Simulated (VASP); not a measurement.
# Mg (P3_121) in VASP: relaxation of cell and atoms with PBEsol

Aim: the relaxation of cell and atoms of Mg with PBEsol.

All numbers are computed with VASP 6.6.1; they aren't measurements. Logs are shortened: lines on timing, memory, paths and dates and some standing lists are left out, and cuts for length are marked.

**1. The cell of the first run**

The structure is trigonal, space group P3_121 (No. 152). Conventional cell: a = 4.117 Å, b = 4.117 Å, c = 4.670 Å, α = 90.00°, β = 90.00°, γ = 120.00°. Within 3.0 Å of Mg (site symmetry 2) lie 2 Mg at 2.24 Å.

**2. Relaxation of cell and atoms, PBEsol**

The input, INCAR:

```
PREC = Accurate
ENCUT = 600
EDIFF = 1E-6
ISMEAR = 0
SIGMA = 0.1
LREAL = False
LASPH = True
NELM = 100
ALGO = Normal
ISIF = 3
LWAVE = False
LCHARG = False
GGA = PS
IBRION = 2
NSW = 90
EDIFFG = -0.04
```

The input, KPOINTS:

```
regular mesh
0
Gamma
  6 6 4
```

The input, POSCAR:

```
Mg
1.0
    4.1166553909      0.0000000000      0.0000000000
   -2.0583276955      3.5651281472      0.0000000000
    0.0000000000      0.0000000000      4.6704833455
Mg
3
Direct
    0.2254000000      0.0000000000      0.3333333333
    0.0000000000      0.2254000000      0.6666666667
    0.7746000000      0.7746000000      0.0000000000
```

Potentials or basis: VASP PAW PBE potentials, release 64 (Mg).

Run with:

```sh
$ cat potpaw_PBE.64/Mg/POTCAR > POTCAR
$ mpirun -np 1 vasp_std > vasp.out
```

OUTCAR:

```text
PREC = Accurate
   ENCUT = 600
   EDIFF = 1E-6
   ISMEAR = 0
   LREAL = False
   LASPH = True
   NELM = 100
   ISIF = 3
   GGA = PS
   IBRION = 2
   NSW = 90
   EDIFFG = -0.04

 ion  position               nearest neighbor table
   1  0.225  0.000  0.333-   3 2.24   2 2.24   3 3.24   3 3.24   2 3.24   2 3.24   2 3.50   3 3.50

   2  0.000  0.225  0.667-   3 2.24   1 2.24   3 3.24   3 3.24   1 3.24   1 3.24   1 3.50   3 3.50

   3  0.775  0.775  0.000-   1 2.24   2 2.24   2 3.24   1 3.24   1 3.24   2 3.24   1 3.50   2 3.50

  LATTYP: Found a hexagonal cell.
 ALAT       =     4.1166553909
 C/A-ratio  =     1.1345334749

  Lattice vectors:

 A1 = (   4.1166553909,   0.0000000000,   0.0000000000)
 A2 = (  -2.0583276955,   3.5651281472,   0.0000000000)
 A3 = (   0.0000000000,   0.0000000000,   4.6704833455)

Analysis of symmetry for initial positions (statically):
=====================================================================
 Subroutine PRICEL returns:
 Original cell was already a primitive cell.

 Routine SETGRP: Setting up the symmetry group for a
 hexagonal supercell.

 Subroutine GETGRP returns: Found  6 space group operations
 (whereof  2 operations were pure point group operations)
 out of a pool of 24 trial point group operations.

The static configuration has the point symmetry C_2 .
 The point group associated with its full space group is D_3 .

Analysis of symmetry for dynamics (positions and initial velocities):
=====================================================================
 Subroutine PRICEL returns:
 Original cell was already a primitive cell.

 Routine SETGRP: Setting up the symmetry group for a
 hexagonal supercell.

 Subroutine GETGRP returns: Found  6 space group operations
 (whereof  2 operations were pure point group operations)
 out of a pool of 24 trial point group operations.

The dynamic configuration has the point symmetry C_2 .
 The point group associated with its full space group is D_3 .

 Subroutine INISYM returns: Found  6 space group operations
 (whereof  2 operations are pure point group operations),
 and found     1 'primitive' translations

----------------------------------------------------------------------------------------

                                     Primitive cell

  volume of cell :      68.5459

  direct lattice vectors                    reciprocal lattice vectors
     4.116655391  0.000000000  0.000000000     0.242915645  0.140247413  0.000000000
    -2.058327696  3.565128147  0.000000000     0.000000000  0.280494826  0.000000000
     0.000000000  0.000000000  4.670483346     0.000000000  0.000000000  0.214110602

  length of vectors
     4.116655391  4.116655391  4.670483346     0.280494826  0.280494826  0.214110602

  position of ions in fractional coordinates (direct lattice)
     0.225400000  0.000000000  0.333333333
     0.000000000  0.225400000  0.666666667
     0.774600000  0.774600000  0.000000000

  ion indices of the primitive-cell ions
   primitive index   ion index
                 1           1
                 2           2
                 3           3

----------------------------------------------------------------------------------------

 KPOINTS: regular mesh

Automatic generation of k-mesh.
 Grid dimensions read from file:
 generate k-points for:    6    6    4

 Generating k-lattice:

  Cartesian coordinates                     Fractional coordinates (reciprocal lattice)
     0.040485941  0.023374569  0.000000000     0.166666667  0.000000000  0.000000000
     0.000000000  0.046749138  0.000000000     0.000000000  0.166666667  0.000000000
     0.000000000  0.000000000  0.053527650     0.000000000  0.000000000  0.250000000

  Length of vectors
     0.046749138  0.046749138  0.053527650

  Shift w.r.t. Gamma in fractional coordinates (k-lattice)
     0.000000000  0.000000000  0.000000000

 Subroutine IBZKPT returns following result:
 ===========================================

 Found     24 irreducible k-points:

 Following reciprocal coordinates:
            Coordinates               Weight
  0.000000  0.000000  0.000000      1.000000
  0.166667 -0.000000  0.000000      6.000000
  0.333333  0.000000  0.000000      6.000000
  0.500000 -0.000000  0.000000      3.000000
  0.166667  0.166667  0.000000      6.000000
  0.333333  0.166667  0.000000     12.000000
[... 16 lines left out ...]
  0.333333  0.166667  0.500000     12.000000
  0.333333  0.333333  0.500000      2.000000
   k-points           NKPTS =     24   k-points in BZ     NKDIM =     24   number of bands    NBANDS=      7
   number of dos      NEDOS =    301   number of ions     NIONS =      3
   total plane-waves  NPLWV =  51840
   dimension x,y,z NGX =    36 NGY =   36 NGZ =   40
   dimension x,y,z NGXF=    72 NGYF=   72 NGZF=   80
   ions per type =               3
   NGX,Y,Z   is equivalent  to a cutoff of  14.54, 14.54, 14.24 a.u.
   NGXF,Y,Z  is equivalent  to a cutoff of  29.08, 29.08, 28.48 a.u.
 SYSTEM =  unknown system
   PREC   = accura    normal or accurate (medium, high low for compatibility)
   ISTART =      0    job   : 0-new  1-cont  2-samecut
   ICHARG =      2    charge: 1-file 2-atom 10-const
   ISPIN  =      1    spin polarized calculation?
   LNONCOLLINEAR =      F non collinear calculations
   LSORBIT =      F    spin-orbit coupling
   LASPH  =      T    aspherical Exc in radial PAW
   ENCUT  =  600.0 eV  44.10 Ry    6.64 a.u.   8.22  8.22  9.33*2*pi/ulx,y,z
   NELM   =    100;   NELMIN=  2; NELMDL= -5     # of ELM steps
   EDIFF  = 0.1E-05   stopping-criterion for ELM
   LREAL  =      F    real-space projection
   EDIFFG = -.4E-01   stopping-criterion for IOM
   NSW    =     90    number of steps for IOM
   IBRION =      2    ionic relax: 0-MD 1-quasi-New 2-CG
   NFREE  =      1    steps in history (QN), initial steepest desc. (CG)
   ISIF   =      3    stress and relaxation
   ISYM   =      2    0-nonsym 1-usesym 2-fastsym
   POTIM  = 0.5000    time-step for ionic-motion
   TEBEG  =    0.0;   TEEND  =   0.0 temperature during run
   PSTRESS=    0.0 pullay stress
   NELECT =       6.0000    total number of electrons
   NUPDOWN=      -1.0000    fix difference up-down
   EMIN   =  10.00;   EMAX   =-10.00  energy-range for DOS
   EFERMI =   0.00;   METHOD = LEGACY
   ISMEAR =     0;   SIGMA  =   0.10  broadening in eV -4-tet -1-fermi 0-gaus
   EFERMI_NEDOS =   21; number of points for ismear=-14 and -15
   IALGO  =     38    algorithm
   IMIX   =      4    mixing-type and parameters
     AMIX     =   0.40;   BMIX     =  1.00
     AMIX_MAG =   1.60;   BMIX_MAG =  1.00
  volume/ion in A,a.u.               =      22.85       154.19
  Fermi-wavevector in a.u.,A,eV,Ry     =   0.726883  1.373610  7.188767  0.528359
  Thomas-Fermi vector in A             =   1.817968
   LORBIT       =      0    0 simple, 1 ext, 2 COOP (PROOUT), +10 PAW based schemes
   GGA     = PS    functional components
   LHFCALC =     F    Hartree Fock is set to
   AEXX    =    0.0000 exact exchange contribution
   IVDW    =     0    specifies the selected vdW correction
   LEPSILON=     F    determine dielectric tensor
   LRPA    =     F    only Hartree local field effects (RPA)
 conjugate gradient relaxation of ions
 non-spin polarized calculation
 Gauss-broadening in eV      SIGMA  =   0.10
  energy-cutoff  :      600.00
  volume of cell :       68.55
 maximum number of plane-waves:      2305
 NGX is ok and might be reduce to    36
   NGX = 17   NGY = 17   NGZ = 19

--------------------------------------- Ionic step        1  -------------------------------------------

 number of electron       6.0000000 magnetization

 Free energy of the ion-electron system (eV)
  ---------------------------------------------------
  ext. energy  EPLUGINS =         0.00000000
  ---------------------------------------------------
  free energy    TOTEN  =        -1.13534219 eV

  energy without entropy =       -1.12805289  energy(sigma->0) =       -1.13169754

------------------------ aborting loop because EDIFF is reached ----------------------------------------

  FORCE on cell =-STRESS in cart. coord.  units (eV):
  Direction    XX          YY          ZZ          XY          YZ          ZX
  --------------------------------------------------------------------------------------
  -------------------------------------------------------------------------------------
  Total        5.4777004      5.4777004      8.4940350     -0.0000000     -0.0000000      0.0000000
  in kB      128.0346069    128.0346069    198.5377714     -0.0000000     -0.0000000      0.0000000
  external PRESSURE =     151.5356617 kB  Pullay stress =       0.0000000 kB
[... 92 lines left out ...]
  FREE ENERGIE OF THE ION-ELECTRON SYSTEM (eV)
  ---------------------------------------------------
  free  energy   TOTEN  =        -3.6344373573 eV

  energy  without entropy=       -3.6234773854  energy(sigma->0) =       -3.62895737

[... ionic steps 4 to 21 ...]

--------------------------------------- Ionic step       22  -------------------------------------------

 number of electron       6.0000000 magnetization

------------------------ aborting loop because EDIFF is reached ----------------------------------------

  FORCE on cell =-STRESS in cart. coord.  units (eV):
  Direction    XX          YY          ZZ          XY          YZ          ZX
  --------------------------------------------------------------------------------------
  -------------------------------------------------------------------------------------
  Total        0.0507137      0.0507137      0.0897103     -0.0000000     -0.0000000      0.0000000
  in kB        1.2093353      1.2093353      2.1392634     -0.0000000     -0.0000000      0.0000000
  external PRESSURE =       1.5193114 kB  Pullay stress =       0.0000000 kB
[... 59 lines left out ...]
  energy  without entropy=       -5.1693554609  energy(sigma->0) =       -5.17185525

--------------------------------------- Ionic step       24  -------------------------------------------

 number of electron       6.0000000 magnetization

 Free energy of the ion-electron system (eV)
  ---------------------------------------------------
  ext. energy  EPLUGINS =         0.00000000
  ---------------------------------------------------
  free energy    TOTEN  =        -5.17831677 eV

  energy without entropy =       -5.17342600  energy(sigma->0) =       -5.17587138

 E-fermi :   2.7839     XC(G=0):  -8.6228

 val. band max:        2.7307037260   @ k =   0.1667  -0.0000   0.0000
 cond. band min:       2.8200785004   @ k =   0.5000  -0.0000   0.2500
 fundamental gap:      0.0893747744
 Fermi energy:         2.7839181728

 k-point     1 :       0.0000    0.0000    0.0000
  band No.  band energies     occupation
      1      -4.3084      2.00000
      2       3.0835      0.00002
      3       3.0912      0.00001
      4       3.0912      0.00001
      5       3.0990      0.00001
      6       4.3475      0.00000
      7       4.3475      0.00000
[... 258 lines left out ...]
  FREE ENERGIE OF THE ION-ELECTRON SYSTEM (eV)
  ---------------------------------------------------
  free  energy   TOTEN  =        -5.1783167732 eV

  energy  without entropy=       -5.1734259961  energy(sigma->0) =       -5.17587138

 reached required accuracy - stopping structural energy minimisation
```

It took 4.9 min on 1 thread of AMD EPYC 7R43 (Zen 3), shared host; peak memory 0.18 GiB.

What came out:

- Free energy: -5.1783 eV
- Relaxed volume: 22.33 Å³/atom
- Relaxed cell: a = 4.999 Å, b = 4.999 Å, c = 3.096 Å, α = 90.00°, β = 90.00°, γ = 120.00°
- Space group after relaxing (to 0.05 Å): Im-3m (No. 229)
- Energy gained by relaxing: 1347.7 meV/atom
- Ionic steps: 24
- Pressure after relaxing: 0.2 GPa
- Largest force after relaxing: 0.010 eV/Å
- Band gap on the k mesh: zero (band 3 reaches 6.66 eV, above the bottom of band 4 at 1.79 eV)

Forces in eV/Å, atoms in the order of the input:
```
Mg  -0.010  0.000  0.000
Mg   0.005 -0.009  0.000
Mg   0.005  0.009  0.000
```

Step by step:
| step | energy change (eV) | largest force (eV/Å) | pressure (GPa) | volume (Å³) |
| --- | --- | --- | --- | --- |
| 1 | 0.0000 | 4.7402 | 15.15 | 68.55 |
| 2 | -2.4625 | 0.8717 | -1.29 | 92.24 |
| 3 | -2.4991 | 0.5978 | -2.28 | 96.92 |
| 4 | -2.6332 | 0.5367 | -1.74 | 91.30 |
| 5 | -2.7903 | 0.2874 | 0.83 | 78.80 |
| 6 | -2.7903 | 0.2689 | 1.04 | 78.15 |
| 7 | -2.8227 | 0.1013 | 0.56 | 79.19 |
| 8 | -2.8353 | 0.0487 | 0.16 | 80.28 |
| 9 | -2.8363 | 0.0865 | 0.06 | 80.58 |
| 10 | -2.8783 | 0.0947 | -0.29 | 81.11 |
| 11 | -2.9927 | 0.1020 | -0.94 | 81.92 |
| 12 | -3.1992 | 0.1525 | -2.13 | 82.65 |
| 13 | -3.7923 | 0.1628 | -4.46 | 80.10 |
| 14 | 13.8887 | 0.0731 | 57.06 | 55.26 |
| 15 | -3.8057 | 0.1731 | -4.40 | 79.89 |
| 16 | -3.8275 | 0.1691 | -4.33 | 79.50 |
| 17 | -3.9272 | 0.1935 | -3.25 | 75.44 |
| 18 | -4.0147 | 0.2334 | -0.74 | 69.10 |
| 19 | -4.0192 | 0.2454 | 0.27 | 67.18 |
| 20 | -4.0193 | 0.2440 | 0.13 | 67.43 |
| 21 | -4.0252 | 0.2148 | 0.13 | 67.37 |
| 22 | -4.0380 | 0.1194 | 0.15 | 67.19 |
| 23 | -4.0390 | 0.1086 | 0.35 | 66.83 |
| 24 | -4.0430 | 0.0103 | 0.23 | 67.00 |

Final structure:
```xyz
3
Lattice="4.9987 0.0000 0.0000 -2.4994 4.3290 0.0000 0.0000 0.0000 3.0964" Properties=species:S:1:pos:R:3 pbc="T T T"
Mg   -0.8308    4.3290    1.0321
Mg   -0.8343    1.4450    2.0642
Mg    1.6651    2.8840    0.0000
```

Caveat: the PAW data sets were made with another functional, which shifts forces and pressure a little.
